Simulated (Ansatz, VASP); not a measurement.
## Si2Ge in VASP and in Ansatz

```
Si Ge
1.0
     3.95318   -0.00015   -0.00152
     0.00042    6.76754   -0.01613
    -0.00387   -0.02266    9.60925
Si Ge
8 4
Direct
  0.00000 0.33314 0.53967
  0.50005 0.83313 0.53969
  0.50003 0.16684 0.21450
  0.00002 0.66686 0.21448
  0.00000 0.33316 0.78550
  0.49998 0.83314 0.78552
  0.49993 0.16686 0.46033
  0.99998 0.66688 0.46031
  0.50009 0.49948 0.87066
  0.00006 0.99950 0.87064
  0.99994 0.00052 0.12934
  0.49993 0.50049 0.12936
```

Change from the starting cell: cell x2, atoms moved at random (sigma 0.1 Å) and cell strained at random (1.5 %), then relaxed without symmetry.

Alike in both runs: functional PBE; k mesh 4 × 2 × 2; occupations gaussian, width 0.1 eV; no spin polarisation.

Ansatz relaxed the structure, and its values are those at the end. VASP's run is a single point on that final structure, the one shown.

|  | VASP | Ansatz |
| --- | --- | --- |
| version | VASP 6.6.1 | Ansatz 0.2.0 |
| potentials or method | VASP PAW PBE potentials, release 64 (Si, Ge_d), cutoff 520 eV | scalar-relativistic, plane waves, PAW |
| valence electrons in the cell | 88 | 88 |

|  | VASP | Ansatz | Ansatz less VASP |
| --- | --- | --- | --- |
| gap on the k mesh at the Fermi level (eV) | 0.59 | 0.59 | -0.002 |
| least direct gap on the mesh (eV) | 0.59 | 0.59 | -0.002 |
| pressure (GPa) | -0.1 | 0.0 | +0.10 |
| rms of the force components (eV/Å) | 0.011 | 0.009 | -0.0013 |

With one functional, cell and mesh, what is left measures potentials, basis and numerics.

The k mesh is coarse, so the values compare programs but aren't converged.
